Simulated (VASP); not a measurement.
# Si3N4 (Fm-3m) in VASP: single point with PBE

Aim: the single point of Si3N4 with PBE.

Program: VASP 6.6.1. These are calculated values, not measurements. Logs are shortened: lines on timing, memory, paths and dates and some standing lists are left out, and cuts for length are marked.

### 1 The cell of the first run

The structure is cubic, space group Fm-3m (No. 225). Conventional cell: a = 8.350 Å, b = 8.350 Å, c = 8.350 Å, α = 90.00°, β = 90.00°, γ = 90.00°. Within 2.3 Å of Si (site symmetry mmm) lie 4 N at 1.74 Å. N (site symmetry 3m) has 3 Si at 1.74 Å within 2.3 Å.

### 2 Single point, PBE

File INCAR:

```
ALGO     = Normal         # electronic algorithm
EDIFF    = 1E-6           # SCF threshold, eV
ENCUT    = 520            # plane-wave cutoff, eV
GGA      = PE             # functional
ISIF     = 2              # what is computed and relaxed
ISMEAR   = 0              # smearing method
LASPH    = True           # aspherical terms in the spheres
LCHARG   = False          # write CHGCAR
LREAL    = False          # projectors in reciprocal space
LWAVE    = False          # write WAVECAR
NBANDS   = 45             # bands
NELM     = 100            # most SCF steps
PREC     = Accurate       # precision mode
SIGMA    = 0.1            # smearing width, eV
```

File KPOINTS:

```
k-points
0
Gamma
  4 4 4
```

File POSCAR:

```
Si3N4
1.0
    0.0000000000      4.1752300400      4.1752300400
    4.1752300400      0.0000000000      4.1752300400
    4.1752300400      4.1752300400      0.0000000000
Si N
6 8
Direct
    0.5000000000      0.0000000000      0.5000000000
    0.5000000000      0.0000000000      0.0000000000
    0.0000000000      0.0000000000      0.5000000000
    0.0000000000      0.5000000000      0.0000000000
    0.0000000000      0.5000000000      0.5000000000
    0.5000000000      0.5000000000      0.0000000000
    0.8575690000      0.4272930000      0.8575690000
    0.1424310000      0.1424310000      0.1424310000
    0.8575690000      0.8575690000      0.8575690000
    0.5727070000      0.1424310000      0.1424310000
    0.8575690000      0.8575690000      0.4272930000
    0.4272930000      0.8575690000      0.8575690000
    0.1424310000      0.1424310000      0.5727070000
    0.1424310000      0.5727070000      0.1424310000
```

Potentials or basis: VASP PAW PBE potentials, release 64 (Si, N).

Started as:

```bash
> cat potpaw_PBE.64/Si/POTCAR potpaw_PBE.64/N/POTCAR > POTCAR
> mpirun -np 1 vasp_std > vasp.out
```

OUTCAR:

```text
EDIFF = 1E-6
   ENCUT = 520
   GGA = PE
   ISIF = 2
   ISMEAR = 0
   LASPH = True
   LREAL = False
   NELM = 100
   PREC = Accurate

 ion  position               nearest neighbor table
   1  0.500  0.000  0.500-  10 1.74  12 1.74  11 1.74  13 1.74   2 2.95   3 2.95   2 2.95   6 2.95
                             5 2.95   6 2.95   3 2.95   5 2.95
   2  0.500  0.000  0.000-   8 1.74   9 1.74  10 1.74  12 1.74   1 2.95   6 2.95   1 2.95   3 2.95
                             4 2.95   6 2.95   3 2.95   4 2.95
   3  0.000  0.000  0.500-   8 1.74   9 1.74  11 1.74  13 1.74   1 2.95   5 2.95   2 2.95   4 2.95
                             4 2.95   5 2.95   1 2.95   2 2.95
   4  0.000  0.500  0.000-   8 1.74   9 1.74   7 1.74  14 1.74   5 2.95   6 2.95   3 2.95   5 2.95
                             2 2.95   3 2.95   2 2.95   6 2.95
   5  0.000  0.500  0.500-   7 1.74  14 1.74  13 1.74  11 1.74   3 2.95   4 2.95   4 2.95   6 2.95
                             1 2.95   3 2.95   1 2.95   6 2.95
   6  0.500  0.500  0.000-   7 1.74  10 1.74  12 1.74  14 1.74   2 2.95   4 2.95   1 2.95   5 2.95
                             1 2.95   2 2.95   4 2.95   5 2.95
   7  0.858  0.427  0.858-   5 1.74   6 1.74   4 1.74
   8  0.142  0.142  0.142-   2 1.74   3 1.74   4 1.74
   9  0.858  0.858  0.858-   2 1.74   3 1.74   4 1.74
  10  0.573  0.142  0.142-   1 1.74   6 1.74   2 1.74
  11  0.858  0.858  0.427-   1 1.74   5 1.74   3 1.74
  12  0.427  0.858  0.858-   1 1.74   6 1.74   2 1.74
  13  0.142  0.142  0.573-   1 1.74   5 1.74   3 1.74
  14  0.142  0.573  0.142-   5 1.74   6 1.74   4 1.74

  LATTYP: Found a face centered cubic cell.
 ALAT       =     8.3504600800

  Lattice vectors:

 A1 = (   0.0000000000,   4.1752300400,   4.1752300400)
 A2 = (   4.1752300400,   0.0000000000,   4.1752300400)
 A3 = (   4.1752300400,   4.1752300400,   0.0000000000)

Analysis of symmetry for initial positions (statically):
=====================================================================
 Subroutine PRICEL returns:
 Original cell was already a primitive cell.

 Routine SETGRP: Setting up the symmetry group for a
 face centered cubic supercell.

 Subroutine GETGRP returns: Found 48 space group operations
 (whereof 48 operations were pure point group operations)
 out of a pool of 48 trial point group operations.

The static configuration has the point symmetry O_h .
[... 131 lines left out ...]
   NELECT =      64.0000    total number of electrons
   NUPDOWN=      -1.0000    fix difference up-down
   EMIN   =  10.00;   EMAX   =-10.00  energy-range for DOS
   EFERMI =   0.00;   METHOD = LEGACY
   ISMEAR =     0;   SIGMA  =   0.10  broadening in eV -4-tet -1-fermi 0-gaus
   EFERMI_NEDOS =   21; number of points for ismear=-14 and -15
   IALGO  =     38    algorithm
   IMIX   =      4    mixing-type and parameters
     AMIX     =   0.40;   BMIX     =  1.00
     AMIX_MAG =   1.60;   BMIX_MAG =  1.00
  volume/ion in A,a.u.               =      10.40        70.17
  Fermi-wavevector in a.u.,A,eV,Ry     =   1.244833  2.352393 21.083712  1.549609
  Thomas-Fermi vector in A             =   2.379082
   LORBIT       =      0    0 simple, 1 ext, 2 COOP (PROOUT), +10 PAW based schemes
   GGA     = PE    functional components
   LHFCALC =     F    Hartree Fock is set to
   AEXX    =    0.0000 exact exchange contribution
   IVDW    =     0    specifies the selected vdW correction
   LEPSILON=     F    determine dielectric tensor
   LRPA    =     F    only Hartree local field effects (RPA)
 non-spin polarized calculation
 Gauss-broadening in eV      SIGMA  =   0.10
  energy-cutoff  :      520.00
  volume of cell :      145.57
 maximum number of plane-waves:      3940
 NGX is ok and might be reduce to    48
   NGX = 21   NGY = 21   NGZ = 21

 number of electron      64.0000000 magnetization

 Free energy of the ion-electron system (eV)
  ---------------------------------------------------
  ext. energy  EPLUGINS =         0.00000000
  ---------------------------------------------------
  free energy    TOTEN  =       -92.89804310 eV

  energy without entropy =      -92.85491499  energy(sigma->0) =      -92.87647904

 E-fermi :   7.9162     XC(G=0): -10.9906

 val. band max:        7.8821149295   @ k =   0.2500   0.2500   0.0000
 cond. band min:       8.2760712233   @ k =   0.2500   0.2500   0.0000
 fundamental gap:      0.3939562938
 Fermi energy:         7.9161510098

 k-point     1 :       0.0000    0.0000    0.0000
  band No.  band energies     occupation
      1     -11.9676      2.00000
      2      -8.9280      2.00000
      3      -8.4029      2.00000
      4      -8.4029      2.00000
      5      -8.4029      2.00000
      6      -8.3368      2.00000
[... 365 lines left out ...]
     43      14.1785      0.00000
     44      14.1785      0.00000
 [bands above 44 left out]

------------------------ aborting loop because EDIFF is reached ----------------------------------------

  FORCE on cell =-STRESS in cart. coord.  units (eV):
  Direction    XX          YY          ZZ          XY          YZ          ZX
  --------------------------------------------------------------------------------------
  -------------------------------------------------------------------------------------
  Total       21.9507223     21.9507223     21.9507223      0.0000000      0.0000000      0.0000000
  in kB      241.5951300    241.5951300    241.5951300      0.0000000      0.0000000      0.0000000
  external PRESSURE =     241.5951300 kB  Pullay stress =       0.0000000 kB

 VOLUME and BASIS-vectors are now :
 -----------------------------------------------------------------------------
  energy-cutoff  :      520.00
  volume of cell :      145.57
      direct lattice vectors                 reciprocal lattice vectors
     0.000000000  4.175230040  4.175230040    -0.119753881  0.119753881  0.119753881
     4.175230040  0.000000000  4.175230040     0.119753881 -0.119753881  0.119753881
     4.175230040  4.175230040  0.000000000     0.119753881  0.119753881 -0.119753881

 POSITION                                       TOTAL-FORCE (eV/Angst)
 -----------------------------------------------------------------------------------
      2.08762      4.17523      2.08762         0.000000     -0.000000     -0.000000
      0.00000      2.08762      2.08762         0.000000     -0.000000     -0.000000
      2.08762      2.08762      0.00000         0.000000     -0.000000     -0.000000
      2.08762      0.00000      2.08762         0.000000     -0.000000     -0.000000
      4.17523      2.08762      2.08762         0.000000     -0.000000     -0.000000
      2.08762      2.08762      4.17523         0.000000     -0.000000     -0.000000
      5.36459      7.16110      5.36459         0.066649     -0.066649      0.066649
      1.18936      1.18936      1.18936         0.066649      0.066649      0.066649
      7.16110      7.16110      7.16110        -0.066649     -0.066649     -0.066649
      1.18936      2.98587      2.98587         0.066649     -0.066649     -0.066649
      5.36459      5.36459      7.16110         0.066649      0.066649     -0.066649
      7.16110      5.36459      5.36459        -0.066649      0.066649      0.066649
      2.98587      2.98587      1.18936        -0.066649     -0.066649      0.066649
      2.98587      1.18936      2.98587        -0.066649      0.066649     -0.066649
 -----------------------------------------------------------------------------------
    total drift:                                0.000000      0.000000      0.000000

  FREE ENERGIE OF THE ION-ELECTRON SYSTEM (eV)
  ---------------------------------------------------
  free  energy   TOTEN  =       -92.8980430964 eV

  energy  without entropy=      -92.8549149861  energy(sigma->0) =      -92.87647904
```

OSZICAR:

```text
N       E                     dE             d eps       ncg     rms          rms(c)
DAV:   1     0.307735672437E+03    0.30774E+03   -0.31732E+04   720   0.131E+03
DAV:   2    -0.876991627889E+02   -0.39543E+03   -0.36487E+03   921   0.285E+02
DAV:   3    -0.116148857085E+03   -0.28450E+02   -0.27493E+02   856   0.767E+01
DAV:   4    -0.116632551061E+03   -0.48369E+00   -0.48142E+00   840   0.108E+01
DAV:   5    -0.116643651727E+03   -0.11101E-01   -0.11098E-01   846   0.150E+00    0.324E+01
DAV:   6    -0.935583359984E+02    0.23085E+02   -0.76553E+01   720   0.366E+01    0.153E+01
DAV:   7    -0.930468319598E+02    0.51150E+00   -0.54623E+00   770   0.103E+01    0.700E+00
DAV:   8    -0.929038161522E+02    0.14302E+00   -0.36339E-01   812   0.267E+00    0.227E+00
DAV:   9    -0.928976632184E+02    0.61529E-02   -0.35778E-02   838   0.849E-01    0.563E-01
DAV:  10    -0.928979935865E+02   -0.33037E-03   -0.27799E-03   807   0.252E-01    0.164E-01
DAV:  11    -0.928980402465E+02   -0.46660E-04   -0.70184E-04   859   0.119E-01    0.724E-02
DAV:  12    -0.928980515207E+02   -0.11274E-04   -0.10964E-04   884   0.491E-02    0.251E-02
DAV:  13    -0.928980436255E+02    0.78952E-05   -0.33299E-05   765   0.273E-02    0.967E-03
DAV:  14    -0.928980430964E+02    0.52913E-06   -0.40787E-06   768   0.979E-03
   1 F= -.92898043E+02 E0= -.92876479E+02  d E =-.431281E-01
```

stdout:

```text
POSCAR found type information on POSCAR SiN
 POSCAR found :  2 types and      14 ions
 scaLAPACK will be used
 LDA part: xc-table for (Slater+PW92), standard interpolation
 POSCAR, INCAR and KPOINTS ok, starting setup
 FFT: planning ... GRIDC
 FFT: planning ... GRID_SOFT
 FFT: planning ... GRID
 WAVECAR not read
 entering main loop
```

Wall time 57 s (1 thread of Intel Xeon Platinum 8259CL at 2.50GHz (Skylake/Cascade Lake), shared host); peak memory 0.32 GiB.

What came out:

* Free energy: -92.8980 eV
* Pressure: 24.2 GPa
* Largest force: 0.115 eV/Å
* Band gap on the k mesh: zero (band 32 reaches 8.43 eV, above the bottom of band 33 at 6.74 eV)

Forces on the atoms (eV/Å):
```
Si   0.000  0.000  0.000
Si   0.000  0.000  0.000
Si   0.000  0.000  0.000
Si   0.000  0.000  0.000
Si   0.000  0.000  0.000
Si   0.000  0.000  0.000
N    0.067 -0.067  0.067
N    0.067  0.067  0.067
N   -0.067 -0.067 -0.067
N    0.067 -0.067 -0.067
N    0.067  0.067 -0.067
N   -0.067  0.067  0.067
N   -0.067 -0.067  0.067
N   -0.067  0.067 -0.067
```

Levels at points of the mesh, in eV from the Fermi level:
| k point | band 28 | band 29 | band 30 | band 31 | band 32 | band 33 | band 34 | band 35 | band 36 | band 37 |
| --- | --- | --- | --- | --- | --- | --- | --- | --- | --- | --- |
| (0.00, 0.00, 0.00) | -1.70 | -1.70 | -1.70 | -1.17 | -1.17 | -1.17 | 1.44 | 1.44 | 1.44 | 4.77 |
| (0.50, 0.00, 0.00) | -1.34 | -1.34 | -0.62 | -0.59 | -0.59 | 0.61 | 0.72 | 0.82 | 0.82 | 1.15 |
| (0.50, 0.50, 0.00) | -2.06 | -2.06 | -1.69 | 0.39 | 0.39 | 0.89 | 1.26 | 1.49 | 1.49 | 2.57 |
